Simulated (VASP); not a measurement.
# CdTe in VASP: notebook

Runs on CdTe. Level: PBE. Tasks: single point, relaxation of the atoms.

Program: VASP 6.6.1. These are calculated values, not measurements. Logs are shortened: lines on timing, memory, paths and dates and some standing lists are left out, and cuts for length are marked.

## Step 1: The cell of the first run

Symmetry: I-4m2, No. 119, tetragonal system. Conventional cell: a = 4.441 Å, b = 4.441 Å, c = 6.154 Å, α = 90.00°, β = 90.00°, γ = 90.00°. Cd (site symmetry -4m2) has 4 Te at 2.70 Å within 3.6 Å. Te (site symmetry -4m2) has 4 Cd at 2.70 Å within 3.6 Å.

## Step 2: Single point, PBE (z stretched by -2 %, then relaxed in part)

INCAR reads:

```
SYSTEM = CdTe
ALGO = Normal ; EDIFF = 1E-7
ENCUT = 520 ; GGA = PE
ISIF = 2 ; ISMEAR = -1
LASPH = .True. ; LCHARG = .False.
LREAL = .False. ; LWAVE = .False.
NBANDS = 16 ; NELM = 100
PREC = Accurate ; SIGMA = 0.02
```

KPOINTS reads:

```
k-points
0
Gamma
  12 12 12
  0 0 0
```

POSCAR reads:

```
CdTe
1.0
    0.0000000000      3.1400000000      3.0772000000
    3.1400000000      0.0000000000      3.0772000000
    3.1400000000      3.1400000000      0.0000000000
Cd Te
1 1
Direct
    0.0000000000      0.0000000000      0.0000000000
    0.2500000000      0.2500000000      0.2500000000
```

Potentials or basis: VASP PAW PBE potentials, release 64 (Cd, Te).

Launch:

```console
cat potpaw_PBE.64/Cd/POTCAR potpaw_PBE.64/Te/POTCAR > POTCAR
mpirun -np 1 vasp_std > vasp.out
```

OUTCAR:

```text
SYSTEM = CdTe
   EDIFF = 1E-7
   ENCUT = 520
   GGA = PE
   ISIF = 2
   ISMEAR = -1
   LASPH = .True.
   LREAL = .False.
   NELM = 100
   PREC = Accurate

 ion  position               nearest neighbor table
   1  0.000  0.000  0.000-   2 2.70   2 2.70   2 2.70   2 2.70
   2  0.250  0.250  0.250-   1 2.70   1 2.70   1 2.70   1 2.70

  LATTYP: Found a body centered tetragonal cell.
 ALAT       =     4.4406305859
 C/A-ratio  =     1.3859292911

  Lattice vectors:

 A1 = (   0.0000000000,  -3.1400000000,  -3.0772000000)
 A2 = (   0.0000000000,   3.1400000000,  -3.0772000000)
 A3 = (   3.1400000000,   0.0000000000,   3.0772000000)

Analysis of symmetry for initial positions (statically):
=====================================================================
 Subroutine PRICEL returns:
 Original cell was already a primitive cell.

 Routine SETGRP: Setting up the symmetry group for a
 body centered tetragonal supercell.

 Subroutine GETGRP returns: Found  8 space group operations
 (whereof  8 operations were pure point group operations)
 out of a pool of 16 trial point group operations.

The static configuration has the point symmetry D_2d.

Analysis of symmetry for dynamics (positions and initial velocities):
=====================================================================
 Subroutine PRICEL returns:
 Original cell was already a primitive cell.

 Routine SETGRP: Setting up the symmetry group for a
 body centered tetragonal supercell.

 Subroutine GETGRP returns: Found  8 space group operations
 (whereof  8 operations were pure point group operations)
 out of a pool of 16 trial point group operations.

The dynamic configuration has the point symmetry D_2d.

 Subroutine INISYM returns: Found  8 space group operations
 (whereof  8 operations are pure point group operations),
 and found     1 'primitive' translations

----------------------------------------------------------------------------------------

                                     Primitive cell

  volume of cell :      60.6799

  direct lattice vectors                    reciprocal lattice vectors
     0.000000000  3.140000000  3.077200000    -0.159235669  0.159235669  0.162485376
     3.140000000  0.000000000  3.077200000     0.159235669 -0.159235669  0.162485376
     3.140000000  3.140000000  0.000000000     0.159235669  0.159235669 -0.162485376

  length of vectors
     4.396448549  4.396448549  4.440630586     0.277693165  0.277693165  0.277693165

  position of ions in fractional coordinates (direct lattice)
     0.000000000  0.000000000  0.000000000
     0.250000000  0.250000000  0.250000000

  ion indices of the primitive-cell ions
   primitive index   ion index
                 1           1
                 2           2

----------------------------------------------------------------------------------------

 KPOINTS: k-points

Automatic generation of k-mesh.
 Grid dimensions read from file:
 generate k-points for:   12   12   12

 Generating k-lattice:

  Cartesian coordinates                     Fractional coordinates (reciprocal lattice)
    -0.013269639  0.013269639  0.013540448     0.083333333 -0.000000000  0.000000000
     0.013269639 -0.013269639  0.013540448    -0.000000000  0.083333333  0.000000000
     0.013269639  0.013269639 -0.013540448     0.000000000  0.000000000  0.083333333

  Length of vectors
     0.023141097  0.023141097  0.023141097

  Shift w.r.t. Gamma in fractional coordinates (k-lattice)
     0.000000000  0.000000000  0.000000000

 Subroutine IBZKPT returns following result:
 ===========================================

 Found    163 irreducible k-points:

 Following reciprocal coordinates:
            Coordinates               Weight
  0.000000  0.000000  0.000000      1.000000
  0.083333 -0.000000  0.000000      8.000000
  0.166667 -0.000000  0.000000      8.000000
  0.250000 -0.000000  0.000000      8.000000
  0.333333 -0.000000  0.000000      8.000000
  0.416667 -0.000000  0.000000      8.000000
[... 16 lines left out ...]
  0.500000  0.166667  0.000000      8.000000
 -0.416667  0.166667  0.000000      8.000000
 [... further k-points ...]
   k-points           NKPTS =    163   k-points in BZ     NKDIM =    163   number of bands    NBANDS=     16
   number of dos      NEDOS =    301   number of ions     NIONS =      2
   total plane-waves  NPLWV =  46656
   dimension x,y,z NGX =    36 NGY =   36 NGZ =   36
   dimension x,y,z NGXF=    72 NGYF=   72 NGZF=   72
   ions per type =               1   1
   NGX,Y,Z   is equivalent  to a cutoff of  13.61, 13.61, 13.48 a.u.
   NGXF,Y,Z  is equivalent  to a cutoff of  27.23, 27.23, 26.95 a.u.
 SYSTEM =  CdTe
   PREC   = accura    normal or accurate (medium, high low for compatibility)
   ISTART =      0    job   : 0-new  1-cont  2-samecut
   ICHARG =      2    charge: 1-file 2-atom 10-const
   ISPIN  =      1    spin polarized calculation?
   LNONCOLLINEAR =      F non collinear calculations
   LSORBIT =      F    spin-orbit coupling
   LASPH  =      T    aspherical Exc in radial PAW
   ENCUT  =  520.0 eV  38.22 Ry    6.18 a.u.   8.17  8.17  8.26*2*pi/ulx,y,z
   NELM   =    100;   NELMIN=  2; NELMDL= -5     # of ELM steps
   EDIFF  = 0.1E-06   stopping-criterion for ELM
   LREAL  =      F    real-space projection
   EDIFFG = 0.1E-05   stopping-criterion for IOM
   NSW    =      0    number of steps for IOM
   IBRION =     -1    ionic relax: 0-MD 1-quasi-New 2-CG
   NFREE  =      0    steps in history (QN), initial steepest desc. (CG)
   ISIF   =      2    stress and relaxation
   ISYM   =      2    0-nonsym 1-usesym 2-fastsym
   POTIM  = 0.5000    time-step for ionic-motion
   TEBEG  =    0.0;   TEEND  =   0.0 temperature during run
   PSTRESS=    0.0 pullay stress
   NELECT =      18.0000    total number of electrons
   NUPDOWN=      -1.0000    fix difference up-down
   EMIN   =  10.00;   EMAX   =-10.00  energy-range for DOS
   EFERMI =   0.00;   METHOD = LEGACY
   ISMEAR =    -1;   SIGMA  =   0.02  broadening in eV -4-tet -1-fermi 0-gaus
   EFERMI_NEDOS =   21; number of points for ismear=-14 and -15
   IALGO  =     38    algorithm
   IMIX   =      4    mixing-type and parameters
     AMIX     =   0.40;   BMIX     =  1.00
     AMIX_MAG =   1.60;   BMIX_MAG =  1.00
  volume/ion in A,a.u.               =      30.34       204.74
  Fermi-wavevector in a.u.,A,eV,Ry     =   1.091819  2.063239 16.219081  1.192069
  Thomas-Fermi vector in A             =   2.228072
   LORBIT       =      0    0 simple, 1 ext, 2 COOP (PROOUT), +10 PAW based schemes
   GGA     = PE    functional components
   LHFCALC =     F    Hartree Fock is set to
   AEXX    =    0.0000 exact exchange contribution
   IVDW    =     0    specifies the selected vdW correction
   LEPSILON=     F    determine dielectric tensor
   LRPA    =     F    only Hartree local field effects (RPA)
 non-spin polarized calculation
  energy-cutoff  :      520.00
  volume of cell :       60.68
 maximum number of plane-waves:      1650
 NGX is ok and might be reduce to    36
   NGX = 17   NGY = 17   NGZ = 17

 number of electron      18.0000003 magnetization

 Free energy of the ion-electron system (eV)
  ---------------------------------------------------
  ext. energy  EPLUGINS =         0.00000000
  ---------------------------------------------------
  free energy    TOTEN  =        -4.50553310 eV

  energy without entropy =       -4.50553310  energy(sigma->0) =       -4.50553310

 E-fermi :   3.8663     XC(G=0):  -9.1052

 val. band max:        3.5202349697   @ k =   0.0000   0.0000   0.0000
 cond. band min:       4.6031759733   @ k =   0.0000   0.0000   0.0000
 fundamental gap:      1.0829410036
 Fermi energy:         3.8663157507

 k-point     1 :       0.0000    0.0000    0.0000
  band No.  band energies     occupation
      1      -8.4306      2.00000
      2      -5.2863      2.00000
      3      -5.2863      2.00000
      4      -5.2811      2.00000
      5      -4.9326      2.00000
      6      -4.9257      2.00000
[... 8 lines left out ...]
     15      12.8748      0.00000
     16      13.1611      0.00000

 k-point     2 :       0.0833   -0.0000    0.0000
  band No.  band energies     occupation
      1      -8.3964      2.00000
      2      -5.2793      2.00000
      3      -5.2763      2.00000
      4      -5.2627      2.00000
      5      -4.9332      2.00000
      6      -4.9267      2.00000
[... 8 lines left out ...]
     15      12.3368      0.00000
     16      12.5464      0.00000

 k-point     3 :       0.1667   -0.0000    0.0000
  band No.  band energies     occupation
      1      -8.3022      2.00000
      2      -5.2610      2.00000
      3      -5.2572      2.00000
      4      -5.1920      2.00000
      5      -4.9338      2.00000
      6      -4.9286      2.00000
[... 8 lines left out ...]
     15      11.9371      0.00000
     16      12.1388      0.00000

 k-point     4 :       0.2500   -0.0000    0.0000
  band No.  band energies     occupation
      1      -8.1728      2.00000
      2      -5.2380      2.00000
      3      -5.2334      2.00000
      4      -5.0547      2.00000
      5      -4.9319      2.00000
      6      -4.9285      2.00000
[... 8 lines left out ...]
     15      11.9403      0.00000
     16      12.0423      0.00000

 k-point     5 :       0.3333   -0.0000    0.0000
  band No.  band energies     occupation
      1      -8.0439      2.00000
      2      -5.2183      2.00000
      3      -5.2124      2.00000
      4      -4.9272      2.00000
      5      -4.9260      2.00000
      6      -4.8406      2.00000
[... 8 lines left out ...]
     15      12.4769      0.00000
     16      12.4929      0.00000

 k-point     6 :       0.4167   -0.0000    0.0000
  band No.  band energies     occupation
      1      -7.9511      2.00000
      2      -5.2062      2.00000
      3      -5.1992      2.00000
      4      -4.9215      2.00000
      5      -4.9187      2.00000
      6      -4.5981      2.00000
[... 8 lines left out ...]
     15      13.3126      0.00000
     16      13.4003      0.00000

 k-point     7 :       0.5000   -0.0000    0.0000
  band No.  band energies     occupation
      1      -7.9177      2.00000
      2      -5.2024      2.00000
      3      -5.1949      2.00000
      4      -4.9190      2.00000
      5      -4.9154      2.00000
      6      -4.4748      2.00000
[... 8 lines left out ...]
     15      13.9760      0.00000
     16      14.1184      0.00000

 k-point     8 :       0.0833    0.0833    0.0000
  band No.  band energies     occupation
      1      -8.3841      2.00000
      2      -5.2729      2.00000
      3      -5.2729      2.00000
      4      -5.2611      2.00000
      5      -4.9301      2.00000
      6      -4.9296      2.00000
[... 8 lines left out ...]
     15      12.0800      0.00000
     16      12.9377      0.00000

 k-point     9 :       0.1667    0.0833    0.0000
  band No.  band energies     occupation
      1      -8.3092      2.00000
      2      -5.2586      2.00000
      3      -5.2545      2.00000
      4      -5.2108      2.00000
      5      -4.9335      2.00000
      6      -4.9270      2.00000
[... 8 lines left out ...]
     15      12.4127      0.00000
     16      12.6215      0.00000
[... 172 lines left out ...]
 k-point    19 :       0.1667    0.1667    0.0000
  band No.  band energies     occupation
      1      -8.2567      2.00000
      2      -5.2349      2.00000
      3      -5.2349      2.00000
      4      -5.1972      2.00000
      5      -4.9359      2.00000
      6      -4.9214      2.00000
[... 8 lines left out ...]
     15      13.0639      0.00000
     16      13.1248      0.00000

 k-point    20 :       0.2500    0.1667    0.0000
  band No.  band energies     occupation
      1      -8.1586      2.00000
      2      -5.2166      2.00000
      3      -5.2090      2.00000
      4      -5.1209      2.00000
      5      -4.9244      2.00000
      6      -4.9165      2.00000
[... 8 lines left out ...]
     15      13.1120      0.00000
     16      13.5909      0.00000

 k-point    21 :       0.3333    0.1667    0.0000
  band No.  band energies     occupation
      1      -8.0420      2.00000
      2      -5.2003      2.00000
      3      -5.1852      2.00000
      4      -5.0267      2.00000
      5      -4.9118      2.00000
      6      -4.8465      2.00000
[... 8 lines left out ...]
     15      13.4022      0.00000
     16      13.4169      0.00000

 k-point    22 :       0.4167    0.1667    0.0000
  band No.  band energies     occupation
      1      -7.9394      2.00000
      2      -5.1865      2.00000
      3      -5.1698      2.00000
      4      -4.9836      2.00000
      5      -4.9091      2.00000
      6      -4.6476      2.00000
[... 8 lines left out ...]
     15      13.5442      0.00000
     16      14.0871      0.00000

 k-point    23 :       0.5000    0.1667    0.0000
  band No.  band energies     occupation
      1      -7.8777      2.00000
      2      -5.1785      2.00000
      3      -5.1647      2.00000
      4      -4.9592      2.00000
      5      -4.9122      2.00000
      6      -4.4436      2.00000
[... 8 lines left out ...]
     15      13.8893      0.00000
     16      14.1822      0.00000

 k-point    24 :      -0.4167    0.1667    0.0000
  band No.  band energies     occupation
      1      -7.8713      2.00000
      2      -5.1760      2.00000
      3      -5.1693      2.00000
      4      -4.9421      2.00000
      5      -4.9223      2.00000
      6      -4.4104      2.00000
[... 8 lines left out ...]
     15      13.0828      0.00000
     16      13.5947      0.00000

 [... further k-points ...]

------------------------ aborting loop because EDIFF is reached ----------------------------------------

  FORCE on cell =-STRESS in cart. coord.  units (eV):
  Direction    XX          YY          ZZ          XY          YZ          ZX
  --------------------------------------------------------------------------------------
  -------------------------------------------------------------------------------------
  Total        3.6679361      3.6679361      3.7217850      0.0000000      0.0000000      0.0000000
  in kB       96.8472578     96.8472578     98.2690702      0.0000000      0.0000000      0.0000000
  external PRESSURE =      97.3211952 kB  Pullay stress =       0.0000000 kB

 VOLUME and BASIS-vectors are now :
 -----------------------------------------------------------------------------
  energy-cutoff  :      520.00
  volume of cell :       60.68
      direct lattice vectors                 reciprocal lattice vectors
     0.000000000  3.140000000  3.077200000    -0.159235669  0.159235669  0.162485376
     3.140000000  0.000000000  3.077200000     0.159235669 -0.159235669  0.162485376
     3.140000000  3.140000000  0.000000000     0.159235669  0.159235669 -0.162485376

 POSITION                                       TOTAL-FORCE (eV/Angst)
 -----------------------------------------------------------------------------------
      0.00000      0.00000      0.00000         0.000000      0.000000     -0.000000
      1.57000      1.57000      1.53860        -0.000000     -0.000000      0.000000
 -----------------------------------------------------------------------------------
    total drift:                               -0.000000     -0.000000     -0.000000

  FREE ENERGIE OF THE ION-ELECTRON SYSTEM (eV)
  ---------------------------------------------------
  free  energy   TOTEN  =        -4.5055330959 eV

  energy  without entropy=       -4.5055330959  energy(sigma->0) =       -4.50553310
```

Run time: 65 s. Hardware: 1 thread of Intel Xeon 6975P-C (Granite Rapids), shared host; peak memory 0.32 GiB.

Results:

```yaml
Free_energy: -4.5055 eV
Pressure: 9.7 GPa
Band_gap_on_the_k_mesh: 1.08 eV
```

Caveat: the cell differs from its parent crystal (z stretched by -2 %, then relaxed in part); the cell stands under pressure; spin-orbit coupling is left out, which moves the levels of the heavy elements.

## Step 3: Single point, PBE (z stretched by -1 %, then relaxed in part)

INCAR reads:

```
SYSTEM = CdTe
PREC = Accurate
ENCUT = 520
EDIFF = 1E-6
ISMEAR = -1
SIGMA = 0.02
LREAL = .False.
LASPH = .True.
NELM = 80
ALGO = Normal
ISIF = 2
LWAVE = .False.
LCHARG = .False.
GGA = PE
NBANDS = 16
```

KPOINTS reads:

```
Automatic mesh
0
Gamma
  12 12 12
  0 0 0
```

POSCAR reads:

```
CdTe
1.0
    0.0000000000      3.1400000000      3.1086000000
    3.1400000000      0.0000000000      3.1086000000
    3.1400000000      3.1400000000      0.0000000000
Cd Te
1 1
Direct
    0.0000000000      0.0000000000      0.0000000000
    0.2500000000      0.2500000000      0.2500000000
```

Potentials or basis: VASP PAW PBE potentials, release 64 (Cd, Te).

Launch:

```console
cat potpaw_PBE.64/Cd/POTCAR potpaw_PBE.64/Te/POTCAR > POTCAR
mpirun -np 1 vasp_std > vasp.out
```

Wall time 53 s (1 thread of Intel Xeon 6975P-C (Granite Rapids), shared host); peak memory 0.32 GiB.

The run converged. Its results:

| Quantity | Value |
| --- | --- |
| Free energy | -4.5420 eV |
| Pressure | 9.0 GPa |
| Band gap on the k mesh | 1.07 eV |

Stress tensor (GPa, compression positive):
```
8.95 0.00 0.00
0.00 8.95 0.00
0.00 0.00 9.03
```

Levels at points of the mesh, in eV from the valence-band top:
```
           k point  band 7  band 8  band 9  band 10  band 11  band 12
(0.00, 0.00, 0.00)   -0.04   -0.04    0.00     1.07     4.48     4.48
(0.50, 0.00, 0.00)   -5.09   -1.00   -0.94     1.89     5.07     5.14
(0.50, 0.50, 0.00)   -4.83   -2.31   -2.31     2.30     2.53     9.48
(0.50, 0.00, 0.50)   -4.89   -2.27   -2.25     2.34     2.61     9.40
```

Caveat: the cell differs from its parent crystal (z stretched by -1 %, then relaxed in part); the cell stands under pressure; spin-orbit coupling is left out, which moves the levels of the heavy elements.

## Step 4: Relaxation of the atoms, PBE

This run uses another cell than the first one, of 30.96 Å³/atom.

INCAR reads:

```
SYSTEM = CdTe
ALGO = Normal
EDIFF = 1E-6
EDIFFG = -0.02
ENCUT = 520
GGA = PE
IBRION = 2
ISIF = 2
ISMEAR = -1
LASPH = .True.
LCHARG = .False.
LREAL = .False.
LWAVE = .False.
NELM = 80
NSW = 80
PREC = Accurate
SIGMA = 0.02
```

KPOINTS reads:

```
k-points
0
Gamma
  12 12 12
  0 0 0
```

POSCAR reads:

```
CdTe
1.0
    0.0000000000      3.1400000000      3.1400000000
    3.1400000000      0.0000000000      3.1400000000
    3.1400000000      3.1400000000      0.0000000000
Cd Te
1 1
Direct
    0.0000000000      0.0000000000      0.0000000000
    0.2500000000      0.2500000000      0.2500000000
```

Launch:

```console
cat potpaw_PBE.64/Cd/POTCAR potpaw_PBE.64/Te/POTCAR > POTCAR
mpirun -np 1 vasp_std > vasp.out
```

Run time: 55 s. Hardware: 1 thread of Intel Xeon Platinum 8259CL at 2.50GHz (Skylake/Cascade Lake), shared host; peak memory 0.24 GiB.

Results (log left out):

- Free energy: -4.5753 eV
- Pressure after relaxing: 8.2 GPa
- Band gap on the k mesh: 1.07 eV

Final structure:
```yaml
crystal:
  lattice:
    - [0.00000, 3.14000, 3.14000]
    - [3.14000, 0.00000, 3.14000]
    - [3.14000, 3.14000, 0.00000]
  atoms:
    - { symbol: Cd, position: [0.00000, 0.00000, 0.00000] }
    - { symbol: Te, position: [0.25000, 0.25000, 0.25000] }
```

Levels at points of the mesh, in eV from the valence-band top:
```
           k point  band 5  band 6  band 7  band 8  band 9  band 10  band 11  band 12  band 13
(0.00, 0.00, 0.00)   -8.33   -8.33    0.00    0.00    0.00     1.07     4.52     4.52     4.52
(0.50, 0.00, 0.00)   -8.32   -7.89   -5.01   -0.93   -0.93     1.91     5.13     5.13     7.09
(0.50, 0.50, 0.00)   -8.29   -7.72   -4.79   -2.21   -2.21     2.38     2.62     9.39     9.61
```

Caveat: the relaxation stopped at its first step, so nothing moved; spin-orbit coupling is left out, which moves the levels of the heavy elements.

(Continued in part 2 of 2.)
